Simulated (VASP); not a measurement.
MgH2, 6 atoms in the cell. The structure is tetragonal, space group P4_2/mnm (No. 136). The conventional cell has a = 4.477 Å, b = 4.477 Å, c = 3.008 Å, α = 90.00°, β = 90.00°, γ = 90.00°. Mg (site symmetry mmm) has 6 H at 1.93 to 1.95 Å within 2.6 Å. Within 2.6 Å of H (site symmetry m2m) lie 3 Mg at 1.93 to 1.95 Å and 1 H at 2.48 Å. 

| Quantity | Value |
| --- | --- |
| Program | VASP 6.6.1 |
| Task | single point |
| Functional | PBEsol |
| Potentials or basis | VASP PAW PBE potentials, release 64 (Mg, H) |
| Cutoff | 520 eV |
| k mesh | 6 × 6 × 8 |
| Occupations | fermi-dirac, width 0.02 eV |
| Spin | no spin polarisation |
| Dipole correction | no |
| Further INCAR settings | ALGO = Normal; EDIFF = 1e-06; NBANDS = 13 |

Potentials or basis: VASP PAW PBE potentials, release 64 (Mg, H).

Command:

```bash
$ cat potpaw_PBE.64/Mg/POTCAR potpaw_PBE.64/H/POTCAR > POTCAR
$ mpirun -np 1 vasp_std > vasp.out
```

Hardware: 1 thread of AMD EPYC 7R13 Processor (Zen 3), with other jobs on the host.

Q: Estimate the wall time of this run.

A: It took 67 s on 1 thread of AMD EPYC 7R13 Processor (Zen 3) (shared host), peak memory 0.16 GiB. Counts: scf iterations 12, k points 50.
